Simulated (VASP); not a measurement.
# Al (Cm) in VASP: notebook

Runs on Al. Level: PBE. Tasks: single point.

Program: VASP 6.6.1. These are calculated values, not measurements. Logs are shortened: lines on timing, memory, paths and dates and some standing lists are left out, and cuts for length are marked.

## 1. The cell of the first run

Symmetry: Cm, No. 8, monoclinic system. Conventional cell: a = 9.150 Å, b = 6.470 Å, c = 6.470 Å, α = 90.00°, β = 135.00°, γ = 90.00°. Within 2.5 Å of Al (site symmetry m) lie 3 Al at 1.91 to 2.17 Å. Al (site symmetry 1) has 14 Al at 2.80 to 3.36 Å within 3.7 Å. Al (site symmetry m) has 15 Al at 2.80 to 3.52 Å within 3.7 Å. Within 2.5 Å of Al (site symmetry 1) lie 1 Al at 1.91 Å. Al (site symmetry m) has 13 Al at 2.79 to 3.23 Å within 3.7 Å. Al (site symmetry m) has 9 Al at 2.17 to 2.80 Å within 2.9 Å.

## 2. Single point, PBE (atom 1 (Al) moved by -1.180 Å along [1 0 0] and -0.708 Å along [0 1 0])

File INCAR:

```
PREC     = Accurate       # precision mode
ENCUT    = 520            # plane-wave cutoff, eV
EDIFF    = 1E-7           # SCF threshold, eV
ISMEAR   = 0              # smearing method
SIGMA    = 0.15           # smearing width, eV
LREAL    = False          # projectors in reciprocal space
LASPH    = True           # aspherical terms in the spheres
NELM     = 100            # most SCF steps
ALGO     = Fast           # electronic algorithm
ISIF     = 2              # what is computed and relaxed
LWAVE    = False          # write WAVECAR
LCHARG   = False          # write CHGCAR
GGA      = PE             # functional
NBANDS   = 22             # bands
```

File KPOINTS:

```
Automatic mesh
0
Gamma
  10 10 10
```

File POSCAR:

```
Al
1.0
    3.2349246271     -3.2349246271     -3.2349246271
   -3.2349246271      3.2349246271     -3.2349246271
    3.2349246271      3.2349246271      3.2349246271
Al
8
Direct
    0.3176155342      0.3905693205     -0.2918151453
    0.5000000000      0.0000000000      0.0000000000
    0.0000000000      0.5000000000      0.0000000000
    0.0000000000      0.0000000000      0.0000000000
    0.5000000000      0.5000000000      0.5000000000
    0.5000000000      0.0000000000      0.5000000000
    0.0000000000      0.5000000000      0.5000000000
    0.0000000000      0.0000000000      0.5000000000
```

Potentials or basis: VASP PAW PBE potentials, release 64 (Al).

The run is started by

```
$ cat potpaw_PBE.64/Al/POTCAR > POTCAR
$ mpirun -np 1 vasp_std > vasp.out
```

OUTCAR:

```text
PREC = Accurate
   ENCUT = 520
   EDIFF = 1E-7
   ISMEAR = 0
   LREAL = False
   LASPH = True
   NELM = 100
   ISIF = 2
   GGA = PE

 ion  position               nearest neighbor table
   1  0.318  0.391  0.708-   5 1.91   8 1.91   7 2.17   6 2.79   2 2.87   3 2.87   4 3.26   3 3.36
                             2 3.36
   2  0.500  0.000  0.000-   4 2.80   6 2.80   7 2.80   6 2.80   4 2.80   7 2.80   1 2.87   5 3.23
                             5 3.23   8 3.23   8 3.23   3 3.23   3 3.23   1 3.36
   3  0.000  0.500  0.000-   4 2.80   6 2.80   7 2.80   7 2.80   4 2.80   6 2.80   1 2.87   2 3.23
                             5 3.23   8 3.23   5 3.23   2 3.23   8 3.23   1 3.36
   4  0.000  0.000  0.000-   2 2.80   3 2.80   5 2.80   8 2.80   8 2.80   3 2.80   2 2.80   5 2.80
                             7 3.23   7 3.23   6 3.23   6 3.23   1 3.26
   5  0.500  0.500  0.500-   1 1.91   4 2.80   6 2.80   7 2.80   6 2.80   7 2.80   4 2.80   3 3.23
                             2 3.23   2 3.23   3 3.23   8 3.23   8 3.23
   6  0.500  0.000  0.500-   1 2.79   2 2.80   3 2.80   5 2.80   8 2.80   2 2.80   5 2.80   8 2.80
                             3 2.80   7 3.23   4 3.23   7 3.23   4 3.23
   7  0.000  0.500  0.500-   1 2.17   2 2.80   3 2.80   5 2.80   8 2.80   3 2.80   8 2.80   5 2.80
                             2 2.80   4 3.23   6 3.23   6 3.23   4 3.23
   8  0.000  0.000  0.500-   1 1.91   4 2.80   6 2.80   7 2.80   4 2.80   7 2.80   6 2.80   5 3.23
                             3 3.23   3 3.23   2 3.23   2 3.23   5 3.23

  LATTYP: Found a body centered cubic cell.
 ALAT       =     6.4698492542

  Lattice vectors:

 A1 = (   3.2349246271,  -3.2349246271,  -3.2349246271)
 A2 = (  -3.2349246271,   3.2349246271,  -3.2349246271)
 A3 = (   3.2349246271,   3.2349246271,   3.2349246271)

Analysis of symmetry for initial positions (statically):
=====================================================================
 Subroutine PRICEL returns:
 Original cell was already a primitive cell.

 Routine SETGRP: Setting up the symmetry group for a
 body centered cubic supercell.

 Subroutine GETGRP returns: Found  2 space group operations
 (whereof  2 operations were pure point group operations)
 out of a pool of 48 trial point group operations.

The static configuration has the point symmetry C_1h.

Analysis of symmetry for dynamics (positions and initial velocities):
=====================================================================
 Subroutine PRICEL returns:
 Original cell was already a primitive cell.

 Routine SETGRP: Setting up the symmetry group for a
 body centered cubic supercell.

 Subroutine GETGRP returns: Found  2 space group operations
 (whereof  2 operations were pure point group operations)
 out of a pool of 48 trial point group operations.

The dynamic configuration has the point symmetry C_1h.

 Subroutine INISYM returns: Found  2 space group operations
 (whereof  2 operations are pure point group operations),
 and found     1 'primitive' translations

----------------------------------------------------------------------------------------

                                     Primitive cell

  volume of cell :     135.4105

  direct lattice vectors                    reciprocal lattice vectors
     3.234924627 -3.234924627 -3.234924627     0.154563107  0.000000000 -0.154563107
    -3.234924627  3.234924627 -3.234924627     0.000000000  0.154563107 -0.154563107
     3.234924627  3.234924627  3.234924627     0.154563107  0.154563107  0.000000000

  length of vectors
     5.603053813  5.603053813  5.603053813     0.218585242  0.218585242  0.218585242

  position of ions in fractional coordinates (direct lattice)
     0.317615534  0.390569320  0.708184855
     0.500000000  0.000000000  0.000000000
     0.000000000  0.500000000  0.000000000
     0.000000000  0.000000000  0.000000000
     0.500000000  0.500000000  0.500000000
     0.500000000  0.000000000  0.500000000
     0.000000000  0.500000000  0.500000000
     0.000000000  0.000000000  0.500000000

  ion indices of the primitive-cell ions
   primitive index   ion index
                 1           1
                 2           2
                 3           3
                 4           4
                 5           5
                 6           6
                 7           7
                 8           8

----------------------------------------------------------------------------------------

 KPOINTS: Automatic mesh

Automatic generation of k-mesh.
 Grid dimensions read from file:
 generate k-points for:   10   10   10

 Generating k-lattice:

  Cartesian coordinates                     Fractional coordinates (reciprocal lattice)
     0.015456311  0.000000000 -0.015456311     0.100000000  0.000000000  0.000000000
     0.000000000  0.015456311 -0.015456311     0.000000000  0.100000000  0.000000000
     0.015456311  0.015456311  0.000000000     0.000000000  0.000000000  0.100000000

  Length of vectors
     0.021858524  0.021858524  0.021858524

  Shift w.r.t. Gamma in fractional coordinates (k-lattice)
     0.000000000  0.000000000  0.000000000

 Subroutine IBZKPT returns following result:
 ===========================================

 Found    282 irreducible k-points:

 Following reciprocal coordinates:
            Coordinates               Weight
  0.000000  0.000000  0.000000      1.000000
  0.100000  0.000000  0.000000      4.000000
  0.000000  0.100000  0.000000      4.000000
  0.000000  0.000000  0.100000      2.000000
  0.100000 -0.100000  0.000000      2.000000
  0.200000  0.000000  0.000000      4.000000
[... 16 lines left out ...]
  0.000000  0.100000  0.100000      4.000000
  0.100000  0.000000  0.100000      4.000000
 [... further k-points ...]
   k-points           NKPTS =    282   k-points in BZ     NKDIM =    282   number of bands    NBANDS=     22
   number of dos      NEDOS =    301   number of ions     NIONS =      8
   total plane-waves  NPLWV =  74088
   dimension x,y,z NGX =    42 NGY =   42 NGZ =   42
   dimension x,y,z NGXF=    84 NGYF=   84 NGZF=   84
   ions per type =               8
   NGX,Y,Z   is equivalent  to a cutoff of  12.46, 12.46, 12.46 a.u.
   NGXF,Y,Z  is equivalent  to a cutoff of  24.92, 24.92, 24.92 a.u.
 SYSTEM =  unknown system
   PREC   = accura    normal or accurate (medium, high low for compatibility)
   ISTART =      0    job   : 0-new  1-cont  2-samecut
   ICHARG =      2    charge: 1-file 2-atom 10-const
   ISPIN  =      1    spin polarized calculation?
   LNONCOLLINEAR =      F non collinear calculations
   LSORBIT =      F    spin-orbit coupling
   LASPH  =      T    aspherical Exc in radial PAW
   ENCUT  =  520.0 eV  38.22 Ry    6.18 a.u.  10.42 10.42 10.42*2*pi/ulx,y,z
   NELM   =    100;   NELMIN=  2; NELMDL= -5     # of ELM steps
   EDIFF  = 0.1E-06   stopping-criterion for ELM
   LREAL  =      F    real-space projection
   EDIFFG = 0.1E-05   stopping-criterion for IOM
   NSW    =      0    number of steps for IOM
   IBRION =     -1    ionic relax: 0-MD 1-quasi-New 2-CG
   NFREE  =      0    steps in history (QN), initial steepest desc. (CG)
   ISIF   =      2    stress and relaxation
   ISYM   =      2    0-nonsym 1-usesym 2-fastsym
   POTIM  = 0.5000    time-step for ionic-motion
   TEBEG  =    0.0;   TEEND  =   0.0 temperature during run
   PSTRESS=    0.0 pullay stress
   NELECT =      24.0000    total number of electrons
   NUPDOWN=      -1.0000    fix difference up-down
   EMIN   =  10.00;   EMAX   =-10.00  energy-range for DOS
   EFERMI =   0.00;   METHOD = LEGACY
   ISMEAR =     0;   SIGMA  =   0.15  broadening in eV -4-tet -1-fermi 0-gaus
   EFERMI_NEDOS =   21; number of points for ismear=-14 and -15
   IALGO  =     68    algorithm
   IMIX   =      4    mixing-type and parameters
     AMIX     =   0.40;   BMIX     =  1.00
     AMIX_MAG =   1.60;   BMIX_MAG =  1.00
  volume/ion in A,a.u.               =      16.93       114.22
  Fermi-wavevector in a.u.,A,eV,Ry     =   0.919590  1.737774 11.505718  0.845646
  Thomas-Fermi vector in A             =   2.044801
   LORBIT       =      0    0 simple, 1 ext, 2 COOP (PROOUT), +10 PAW based schemes
   GGA     = PE    functional components
   LHFCALC =     F    Hartree Fock is set to
   AEXX    =    0.0000 exact exchange contribution
   IVDW    =     0    specifies the selected vdW correction
   LEPSILON=     F    determine dielectric tensor
   LRPA    =     F    only Hartree local field effects (RPA)
 non-spin polarized calculation
 RMM-DIIS sequential band-by-band and
 Gauss-broadening in eV      SIGMA  =   0.15
  energy-cutoff  :      520.00
  volume of cell :      135.41
 maximum number of plane-waves:      3670
 NGX is ok and might be reduce to    42
   NGX = 21   NGY = 21   NGZ = 21

 number of electron      24.0000000 magnetization

 Free energy of the ion-electron system (eV)
  ---------------------------------------------------
  ext. energy  EPLUGINS =         0.00000000
  ---------------------------------------------------
  free energy    TOTEN  =       -22.32875501 eV

  energy without entropy =      -22.29509786  energy(sigma->0) =      -22.31192643

 E-fermi :   7.5699     XC(G=0): -10.0093

 val. band max:        7.5673057442   @ k =   0.2000   0.2000  -0.3000
 cond. band min:       7.5707456978   @ k =  -0.2000  -0.4000   0.1000
 fundamental gap:      0.0034399536
 Fermi energy:         7.5698741503

 k-point     1 :       0.0000    0.0000    0.0000
  band No.  band energies     occupation
      1      -3.5806      2.00000
      2       1.7209      2.00000
      3       2.4936      2.00000
      4       2.5153      2.00000
      5       3.1646      2.00000
      6       3.2474      2.00000
[... 14 lines left out ...]
     21      14.4060      0.00000
     22      14.6592      0.00000

 k-point     2 :       0.1000    0.0000    0.0000
  band No.  band energies     occupation
      1      -3.5160      2.00000
      2       1.3365      2.00000
      3       2.2476      2.00000
      4       2.4280      2.00000
      5       2.8548      2.00000
      6       3.1965      2.00000
[... 14 lines left out ...]
     21      13.8634      0.00000
     22      14.2383      0.00000

 k-point     3 :       0.0000    0.1000    0.0000
  band No.  band energies     occupation
      1      -3.5150      2.00000
      2       1.2713      2.00000
      3       2.2921      2.00000
      4       2.5211      2.00000
      5       2.8456      2.00000
      6       3.2191      2.00000
[... 14 lines left out ...]
     21      13.7329      0.00000
     22      14.3204      0.00000

 k-point     4 :       0.0000    0.0000    0.1000
  band No.  band energies     occupation
      1      -3.5188      2.00000
      2       1.4205      2.00000
      3       2.3496      2.00000
      4       2.3709      2.00000
      5       2.7734      2.00000
      6       2.9491      2.00000
[... 14 lines left out ...]
     21      13.9787      0.00000
     22      14.1625      0.00000

 k-point     5 :       0.1000   -0.1000    0.0000
  band No.  band energies     occupation
      1      -3.5137      2.00000
      2       1.2816      2.00000
      3       2.1963      2.00000
      4       2.4546      2.00000
      5       3.0001      2.00000
      6       3.2278      2.00000
[... 417 lines left out ...]
 k-point    22 :       0.1000    0.1000    0.0000
  band No.  band energies     occupation
      1      -3.3880      2.00000
      2       0.8621      2.00000
      3       1.5499      2.00000
      4       2.3954      2.00000
      5       2.8260      2.00000
      6       3.2100      2.00000
[... 14 lines left out ...]
     21      13.1550      0.00000
     22      13.8755      0.00000

 k-point    23 :       0.0000    0.1000    0.1000
  band No.  band energies     occupation
      1      -3.3917      2.00000
      2       0.8648      2.00000
      3       1.8190      2.00000
      4       2.1976      2.00000
      5       2.5493      2.00000
      6       3.2444      2.00000
[... 14 lines left out ...]
     21      13.2103      0.00000
     22      13.5713      0.00000

 k-point    24 :       0.1000    0.0000    0.1000
  band No.  band energies     occupation
      1      -3.3945      2.00000
      2       0.9900      2.00000
      3       1.6564      2.00000
      4       2.2782      2.00000
      5       2.5324      2.00000
      6       3.0373      2.00000
[... 14 lines left out ...]
     21      13.3306      0.00000
     22      13.5825      0.00000

 [... further k-points ...]

------------------------ aborting loop because EDIFF is reached ----------------------------------------

  FORCE on cell =-STRESS in cart. coord.  units (eV):
  Direction    XX          YY          ZZ          XY          YZ          ZX
  --------------------------------------------------------------------------------------
  -------------------------------------------------------------------------------------
  Total        8.9316225      9.1318467     28.8646972      2.3211710      0.0000000      0.0000000
  in kB      105.6789402    108.0479935    341.5270432     27.4640915      0.0000000      0.0000000
  external PRESSURE =     185.0846590 kB  Pullay stress =       0.0000000 kB

 VOLUME and BASIS-vectors are now :
 -----------------------------------------------------------------------------
  energy-cutoff  :      520.00
  volume of cell :      135.41
      direct lattice vectors                 reciprocal lattice vectors
     3.234924627 -3.234924627 -3.234924627     0.154563107  0.000000000 -0.154563107
    -3.234924627  3.234924627 -3.234924627     0.000000000  0.154563107 -0.154563107
     3.234924627  3.234924627  3.234924627     0.154563107  0.154563107  0.000000000

 POSITION                                       TOTAL-FORCE (eV/Angst)
 -----------------------------------------------------------------------------------
      2.05492      2.52692      0.00000         9.242902      9.047195      0.000000
      1.61746     -1.61746     -1.61746         0.024909      0.162060     -0.049075
     -1.61746      1.61746     -1.61746         0.024909      0.162060      0.049075
      0.00000      0.00000      0.00000         0.009207      0.058439      0.000000
      1.61746      1.61746     -1.61746        -2.660824     -5.308775     -9.421980
      3.23492      0.00000      0.00000        -0.110522      0.004962      0.000000
      0.00000      3.23492      0.00000        -3.869759      1.182832      0.000000
      1.61746      1.61746      1.61746        -2.660824     -5.308775      9.421980
 -----------------------------------------------------------------------------------
    total drift:                                0.000003      0.000004      0.000000

  FREE ENERGIE OF THE ION-ELECTRON SYSTEM (eV)
  ---------------------------------------------------
  free  energy   TOTEN  =       -22.3287550056 eV

  energy  without entropy=      -22.2950978599  energy(sigma->0) =      -22.31192643
```

Wall time 12 min (1 thread of Oxide Virtual Turin-like, shared host); peak memory 0.63 GiB.

What came out:

```yaml
Free_energy: -22.3288 eV
Pressure: 18.5 GPa
Largest_force: 12.934 eV/Å
Band_gap_on_the_k_mesh: zero (bands 12 and 13 overlap by 2.89 eV)
```

Forces on the atoms (eV/Å):
```
Al   9.243  9.047  0.000
Al   0.025  0.162 -0.049
Al   0.025  0.162  0.049
Al   0.009  0.058  0.000
Al  -2.661 -5.309 -9.422
Al  -0.111  0.005  0.000
Al  -3.870  1.183  0.000
Al  -2.661 -5.309  9.422
```

Caveat: the cell differs from its parent crystal (atom 1 (Al) moved by -1.180 Å along [1 0 0] and -0.708 Å along [0 1 0]); the stress differs along the axes, from 11 to 34 GPa; forces of over 1 eV/Å act on the atoms, so gaps and moduli don't describe the material at rest.

## 3. Single point, PBE (atom 1 (Al) moved by -0.944 Å along [1 0 0] and -0.708 Å along [0 1 0])

File INCAR:

```
ALGO     = Fast           # electronic algorithm
EDIFF    = 1E-7           # SCF threshold, eV
ENCUT    = 520            # plane-wave cutoff, eV
GGA      = PE             # functional
ISIF     = 2              # what is computed and relaxed
ISMEAR   = 0              # smearing method
LASPH    = True           # aspherical terms in the spheres
LCHARG   = False          # write CHGCAR
LREAL    = False          # projectors in reciprocal space
LWAVE    = False          # write WAVECAR
NBANDS   = 22             # bands
NELM     = 80             # most SCF steps
PREC     = Accurate       # precision mode
SIGMA    = 0.15           # smearing width, eV
```

File KPOINTS:

```
k-points
0
Gamma
  10 10 10
```

POSCAR, as its differences from that of step 2:

```diff
@@ -8,3 +8,3 @@
 Direct
-    0.3176155342      0.3905693205     -0.2918151453
+    0.3540924274      0.3905693205     -0.2553382521
     0.5000000000      0.0000000000      0.0000000000
```

Potentials or basis: VASP PAW PBE potentials, release 64 (Al).

The run is started by

```
$ cat potpaw_PBE.64/Al/POTCAR > POTCAR
$ mpirun -np 1 vasp_std > vasp.out
```

Run time: 11 min. Hardware: 1 thread of Oxide Virtual Turin-like, shared host; peak memory 0.63 GiB.

The run converged. Its results:

```yaml
Free_energy: -24.3209 eV
Pressure: 13.8 GPa
Largest_force: 10.981 eV/Å
Band_gap_on_the_k_mesh: zero (bands 12 and 13 overlap by 3.17 eV)
```

Forces on the atoms (eV/Å):
```
Al   7.687  7.842  0.000
Al   0.066  0.163 -0.048
Al   0.066  0.163  0.048
Al  -0.005  0.021  0.000
Al  -3.132 -4.156 -7.357
Al  -0.033 -0.209  0.000
Al  -1.518  0.333  0.000
Al  -3.132 -4.156  7.357
```

Stress tensor (GPa, compression positive):
```
 7.27  5.58  0.00
 5.58  8.14  0.00
 0.00  0.00 26.00
```

Levels at points of the mesh, in eV from the Fermi level:
```csv
k point,band 8,band 9,band 10,band 11,band 12,band 13,band 14,band 15,band 16,band 17
"(0.00, 0.00, 0.00)",-3.81,-3.61,-3.58,-3.34,-3.25,-2.02,1.66,2.01,2.13,2.90
"(0.50, 0.00, 0.00)",-2.72,-2.10,-1.65,-0.11,0.26,0.64,0.85,1.18,1.39,1.69
"(0.00, 0.50, 0.00)",-2.62,-2.18,-1.77,-0.20,0.41,0.62,0.87,1.12,1.35,1.64
"(0.00, 0.00, 0.50)",-2.65,-1.86,-1.54,0.30,0.64,0.72,0.77,1.20,1.41,1.52
"(0.50, 0.50, 0.00)",-2.32,-2.16,-1.96,-0.25,0.10,0.35,0.85,1.26,1.70,1.76
"(0.50, 0.50, 0.50)",-1.47,-1.23,-0.96,-0.60,-0.27,-0.19,0.69,3.55,4.02,4.40
```

Caveat: the cell differs from its parent crystal (atom 1 (Al) moved by -0.944 Å along [1 0 0] and -0.708 Å along [0 1 0]); the stress differs along the axes, from 7 to 26 GPa; forces of over 1 eV/Å act on the atoms, so gaps and moduli don't describe the material at rest.
